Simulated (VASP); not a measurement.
## Ge8HS8 (a cell with a defect): single point with PBE

System: Ge8HS8 (a cell with a defect).

```xyz
17
Lattice="0.0000 3.6648 -4.4582 0.0000 3.6648 4.4582 10.7854 0.0000 0.0000" Properties=species:S:1:pos:R:3 pbc="T T T"
Ge    9.4306    4.5778   -2.8699
Ge    9.4423    4.5844    1.5207
Ge    1.4123    2.9214    2.6998
Ge    1.4177    2.6567   -1.7008
Ge    6.7406    6.3297   -0.5757
Ge    6.7502    2.8166   -0.5891
Ge    4.0729    0.8992    0.6338
Ge    4.8013    4.5293    1.0425
S     7.0253    4.5745   -2.2491
S     6.9588    4.5693    2.3053
S     3.8351    2.6787    2.3368
S     3.8195    2.7819   -2.1501
S     9.1310    2.7428   -0.0461
S     9.1189    6.4227   -0.0488
S     1.3445    4.6628   -0.1603
S     1.6565    0.9354    0.0134
H     2.6304    1.1692   -4.1844
```

```
Program             : VASP 6.6.1
Task                : single point
Functional          : PBE
Potentials or basis : VASP PAW PBE potentials, release 64 (Ge_d, S, H)
Cutoff              : 520 eV
k mesh              : 3 × 3 × 2, shifted
Occupations         : gaussian, width 0.02 eV
Spin                : no spin polarisation
```

- Largest force: 0.166 eV/Å

Forces on the atoms (eV/Å):
```
Ge  -0.002  0.003  0.014
Ge  -0.021 -0.001  0.026
Ge  -0.001  0.014 -0.011
Ge   0.020 -0.018 -0.038
Ge  -0.004 -0.001  0.014
Ge  -0.008  0.014  0.021
Ge   0.005  0.010  0.004
Ge  -0.009  0.031  0.012
S   -0.001  0.005  0.010
S   -0.007  0.009  0.011
S   -0.009  0.015  0.007
S    0.021  0.028  0.042
S   -0.010  0.006  0.007
S   -0.007 -0.003  0.012
S    0.054 -0.010  0.000
S    0.004  0.001 -0.001
H   -0.025 -0.102 -0.129
```

Levels at points of the mesh, in eV from the Fermi level:
| k point | band 77 | band 78 | band 79 | band 80 | band 81 | band 82 | band 83 | band 84 |
| --- | --- | --- | --- | --- | --- | --- | --- | --- |
| (0.00, 0.00, 0.25) | -1.23 | -1.17 | -0.88 | -0.40 | 1.70 | 2.16 | 2.32 | 2.71 |

Wall time 10 min on 1 thread of Oxide Virtual Turin-like Processor, on a shared host, peak memory 0.49 GiB.

Caveat: the cell carries a net charge on a neutralising background, which shifts energy and pressure; the cell is charged against a uniform background, so pressure and absolute levels hang on convention.
